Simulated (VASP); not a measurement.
# AlPt (P2_13) in VASP: further runs, part 3 of 3

VASP 6.6.1. Earlier steps stand in the parts before.

### 5 Single point, PBEsol

This run uses another cell than the first one, of 14.52 Å³/atom, 1.136 times its volume.

INCAR reads:

```
SYSTEM = AlPt
  PREC = Accurate
  ENCUT = 520
  EDIFF = 1E-6
  ISMEAR = 0
  SIGMA = 0.1
  LREAL = .False.
  LASPH = .True.
  NELM = 60
  ALGO = Normal
  ISIF = 2
  LWAVE = .False.
  LCHARG = .False.
  GGA = PS
  NBANDS = 36
```

KPOINTS reads:

```
Automatic mesh
0
Gamma
  6 6 6
  0 0 0
```

POSCAR reads:

```
AlPt
1.0
    4.8789320000      0.0000000000      0.0000000000
    0.0000000000      4.8789320000      0.0000000000
    0.0000000000      0.0000000000      4.8789320000
Al Pt
4 4
Direct
    0.8440320000      0.8440320000      0.8440320000
    0.6559680000      0.1559680000      0.3440320000
    0.3440320000      0.6559680000      0.1559680000
    0.1559680000      0.3440320000      0.6559680000
    0.1550630000      0.1550630000      0.1550630000
    0.3449370000      0.8449370000      0.6550630000
    0.6550630000      0.3449370000      0.8449370000
    0.8449370000      0.6550630000      0.3449370000
```

Potentials or basis: VASP PAW PBE potentials, release 64 (Al, Pt).

Started as:

```sh
$ cat potpaw_PBE.64/Al/POTCAR potpaw_PBE.64/Pt/POTCAR > POTCAR
$ mpirun -np 1 vasp_std > vasp.out
```

OUTCAR:

```text
SYSTEM = AlPt
   PREC = Accurate
   ENCUT = 520
   EDIFF = 1E-6
   ISMEAR = 0
   LREAL = .False.
   LASPH = .True.
   NELM = 60
   ISIF = 2
   GGA = PS

 ion  position               nearest neighbor table
   1  0.844  0.844  0.844-   6 2.60   7 2.60   8 2.60   6 2.61   7 2.61   8 2.61   5 2.63   2 3.02
                             3 3.02   2 3.02   3 3.02   4 3.02   4 3.02
   2  0.656  0.156  0.344-   5 2.60   7 2.60   8 2.60   7 2.61   8 2.61   5 2.61   6 2.63   1 3.02
                             1 3.02   4 3.02   4 3.02   3 3.02   3 3.02
   3  0.344  0.656  0.156-   5 2.60   6 2.60   8 2.60   8 2.61   6 2.61   5 2.61   7 2.63   4 3.02
                             1 3.02   4 3.02   1 3.02   2 3.02   2 3.02
   4  0.156  0.344  0.656-   5 2.60   6 2.60   7 2.60   6 2.61   5 2.61   7 2.61   8 2.63   3 3.02
                             2 3.02   2 3.02   3 3.02   1 3.02   1 3.02
   5  0.155  0.155  0.155-   2 2.60   3 2.60   4 2.60   2 2.61   3 2.61   4 2.61   1 2.63   6 3.02
                             7 3.02   8 3.02   6 3.02   8 3.02   7 3.02
   6  0.345  0.845  0.655-   1 2.60   3 2.60   4 2.60   3 2.61   4 2.61   1 2.61   2 2.63   8 3.02
                             5 3.02   5 3.02   7 3.02   7 3.02   8 3.02
   7  0.655  0.345  0.845-   1 2.60   2 2.60   4 2.60   4 2.61   2 2.61   1 2.61   3 2.63   8 3.02
                             5 3.02   8 3.02   6 3.02   6 3.02   5 3.02
   8  0.845  0.655  0.345-   1 2.60   2 2.60   3 2.60   2 2.61   1 2.61   3 2.61   4 2.63   7 3.02
                             5 3.02   7 3.02   5 3.02   6 3.02   6 3.02

  LATTYP: Found a simple cubic cell.
 ALAT       =     4.8789320000

  Lattice vectors:

 A1 = (   4.8789320000,   0.0000000000,   0.0000000000)
 A2 = (   0.0000000000,   4.8789320000,   0.0000000000)
 A3 = (   0.0000000000,   0.0000000000,   4.8789320000)

Analysis of symmetry for initial positions (statically):
=====================================================================
 Subroutine PRICEL returns:
 Original cell was already a primitive cell.

 Routine SETGRP: Setting up the symmetry group for a
 simple cubic supercell.

 Subroutine GETGRP returns: Found 12 space group operations
 (whereof  3 operations were pure point group operations)
 out of a pool of 48 trial point group operations.

The static configuration has the point symmetry C_3 .
 The point group associated with its full space group is T   .

Analysis of symmetry for dynamics (positions and initial velocities):
=====================================================================
 Subroutine PRICEL returns:
 Original cell was already a primitive cell.

 Routine SETGRP: Setting up the symmetry group for a
 simple cubic supercell.

 Subroutine GETGRP returns: Found 12 space group operations
 (whereof  3 operations were pure point group operations)
 out of a pool of 48 trial point group operations.

The dynamic configuration has the point symmetry C_3 .
 The point group associated with its full space group is T   .

 Subroutine INISYM returns: Found 12 space group operations
 (whereof  3 operations are pure point group operations),
 and found     1 'primitive' translations

----------------------------------------------------------------------------------------

                                     Primitive cell

  volume of cell :     116.1380

  direct lattice vectors                    reciprocal lattice vectors
     4.878932000  0.000000000  0.000000000     0.204962889  0.000000000  0.000000000
     0.000000000  4.878932000  0.000000000     0.000000000  0.204962889  0.000000000
[... 80 lines left out ...]
   total plane-waves  NPLWV =  46656
   dimension x,y,z NGX =    36 NGY =   36 NGZ =   36
   dimension x,y,z NGXF=    72 NGYF=   72 NGZF=   72
   ions per type =               4   4
   NGX,Y,Z   is equivalent  to a cutoff of  12.27, 12.27, 12.27 a.u.
   NGXF,Y,Z  is equivalent  to a cutoff of  24.53, 24.53, 24.53 a.u.
 SYSTEM =  AlPt
   PREC   = accura    normal or accurate (medium, high low for compatibility)
   ISTART =      0    job   : 0-new  1-cont  2-samecut
   ICHARG =      2    charge: 1-file 2-atom 10-const
   ISPIN  =      1    spin polarized calculation?
   LNONCOLLINEAR =      F non collinear calculations
   LSORBIT =      F    spin-orbit coupling
   LASPH  =      T    aspherical Exc in radial PAW
   ENCUT  =  520.0 eV  38.22 Ry    6.18 a.u.   9.07  9.07  9.07*2*pi/ulx,y,z
   NELM   =     60;   NELMIN=  2; NELMDL= -5     # of ELM steps
   EDIFF  = 0.1E-05   stopping-criterion for ELM
   LREAL  =      F    real-space projection
   EDIFFG = 0.1E-04   stopping-criterion for IOM
   NSW    =      0    number of steps for IOM
   IBRION =     -1    ionic relax: 0-MD 1-quasi-New 2-CG
   NFREE  =      0    steps in history (QN), initial steepest desc. (CG)
   ISIF   =      2    stress and relaxation
   ISYM   =      2    0-nonsym 1-usesym 2-fastsym
   POTIM  = 0.5000    time-step for ionic-motion
   TEBEG  =    0.0;   TEEND  =   0.0 temperature during run
   PSTRESS=    0.0 pullay stress
   NELECT =      52.0000    total number of electrons
   NUPDOWN=      -1.0000    fix difference up-down
   EMIN   =  10.00;   EMAX   =-10.00  energy-range for DOS
   EFERMI =   0.00;   METHOD = LEGACY
   ISMEAR =     0;   SIGMA  =   0.10  broadening in eV -4-tet -1-fermi 0-gaus
   EFERMI_NEDOS =   21; number of points for ismear=-14 and -15
   IALGO  =     38    algorithm
   IMIX   =      4    mixing-type and parameters
     AMIX     =   0.40;   BMIX     =  1.00
     AMIX_MAG =   1.60;   BMIX_MAG =  1.00
  volume/ion in A,a.u.               =      14.52        97.97
  Fermi-wavevector in a.u.,A,eV,Ry     =   1.252423  2.366737 21.341615  1.568564
  Thomas-Fermi vector in A             =   2.386324
   LORBIT       =      0    0 simple, 1 ext, 2 COOP (PROOUT), +10 PAW based schemes
   GGA     = PS    functional components
   LHFCALC =     F    Hartree Fock is set to
   AEXX    =    0.0000 exact exchange contribution
   IVDW    =     0    specifies the selected vdW correction
   LEPSILON=     F    determine dielectric tensor
   LRPA    =     F    only Hartree local field effects (RPA)
 non-spin polarized calculation
 Gauss-broadening in eV      SIGMA  =   0.10
  energy-cutoff  :      520.00
  volume of cell :      116.14
 maximum number of plane-waves:      3178
   NGX = 19   NGY = 19   NGZ = 19

 number of electron      51.9999994 magnetization

 Free energy of the ion-electron system (eV)
  ---------------------------------------------------
  ext. energy  EPLUGINS =         0.00000000
  ---------------------------------------------------
  free energy    TOTEN  =       -52.65537417 eV

  energy without entropy =      -52.64732588  energy(sigma->0) =      -52.65135003

 E-fermi :  10.4060     XC(G=0): -12.2702

 val. band max:       10.3673751227   @ k =  -0.3333   0.5000   0.0000
 cond. band min:      10.5958012792   @ k =   0.3333   0.3333   0.3333
 fundamental gap:      0.2284261566
 Fermi energy:        10.4059748619

 k-point     1 :       0.0000    0.0000    0.0000
  band No.  band energies     occupation
      1      -0.8345      2.00000
      2       3.4770      2.00000
      3       3.4770      2.00000
      4       3.4770      2.00000
      5       4.9418      2.00000
      6       4.9418      2.00000
[... 925 lines left out ...]
     35      17.5302      0.00000
     36      17.5302      0.00000

------------------------ aborting loop because EDIFF is reached ----------------------------------------

  FORCE on cell =-STRESS in cart. coord.  units (eV):
  Direction    XX          YY          ZZ          XY          YZ          ZX
  --------------------------------------------------------------------------------------
  -------------------------------------------------------------------------------------
  Total       -0.9748446     -0.9748446     -0.9748446     -0.0000000      0.0000000      0.0000000
  in kB      -13.4484326    -13.4484326    -13.4484326     -0.0000000      0.0000000      0.0000000
  external PRESSURE =     -13.4484326 kB  Pullay stress =       0.0000000 kB

 VOLUME and BASIS-vectors are now :
 -----------------------------------------------------------------------------
  energy-cutoff  :      520.00
  volume of cell :      116.14
      direct lattice vectors                 reciprocal lattice vectors
     4.878932000  0.000000000  0.000000000     0.204962889  0.000000000  0.000000000
     0.000000000  4.878932000  0.000000000     0.000000000  0.204962889  0.000000000
     0.000000000  0.000000000  4.878932000     0.000000000  0.000000000  0.204962889

 POSITION                                       TOTAL-FORCE (eV/Angst)
 -----------------------------------------------------------------------------------
      4.11797      4.11797      4.11797         0.000864      0.000864      0.000864
      3.20042      0.76096      1.67851        -0.000864     -0.000864      0.000864
      1.67851      3.20042      0.76096         0.000864     -0.000864     -0.000864
      0.76096      1.67851      3.20042        -0.000864      0.000864     -0.000864
      0.75654      0.75654      0.75654        -0.029307     -0.029307     -0.029307
      1.68292      4.12239      3.19601         0.029307      0.029307     -0.029307
      3.19601      1.68292      4.12239        -0.029307      0.029307      0.029307
      4.12239      3.19601      1.68292         0.029307     -0.029307      0.029307
 -----------------------------------------------------------------------------------
    total drift:                                0.000000      0.000000      0.000000

  FREE ENERGIE OF THE ION-ELECTRON SYSTEM (eV)
  ---------------------------------------------------
  free  energy   TOTEN  =       -52.6553741717 eV

  energy  without entropy=      -52.6473258840  energy(sigma->0) =      -52.65135003
```

Wall time 62 s (1 thread of Intel Xeon Platinum 8488C (Sapphire Rapids), shared host); peak memory 0.25 GiB.

What came out:

```yaml
Free_energy: -52.6554 eV
Pressure: -1.3 GPa
Largest_force: 0.051 eV/Å
Band_gap_on_the_k_mesh: zero (band 26 reaches 10.74 eV, above the bottom of band 27 at 9.57 eV)
```

Forces on the atoms (eV/Å):
```
Al   0.001  0.001  0.001
Al  -0.001 -0.001  0.001
Al   0.001 -0.001 -0.001
Al  -0.001  0.001 -0.001
Pt  -0.029 -0.029 -0.029
Pt   0.029  0.029 -0.029
Pt  -0.029  0.029  0.029
Pt   0.029 -0.029  0.029
```

Caveat: the PAW data sets were made with another functional, which shifts forces and pressure a little; spin-orbit coupling is left out, which moves the levels of the heavy elements.

### 6 Summary

```tsv
cell	gap on the mesh (eV)	pressure (GPa)	largest force (eV/Å)
a = 4.675 Å, 8 atoms	none	32.7	0.15
a = 4.745 Å, 8 atoms	none	18.7	0.09
a = 4.813 Å, 8 atoms	none	7.5	0.06
a = 4.879 Å, 8 atoms	none	-1.3	0.05
```

Alike in all rows: task single point; level PBEsol; potentials or basis VASP PAW PBE potentials, release 64 (Al, Pt); no spin polarisation; k mesh 6 × 6 × 6; cutoff (eV) 520; smearing gaussian 0.1 eV.

Caveats: the PAW data sets were made with another functional, which shifts forces and pressure a little; spin-orbit coupling is left out, which moves the levels of the heavy elements.

Absolute energies hang on the potentials; compare differences alone.
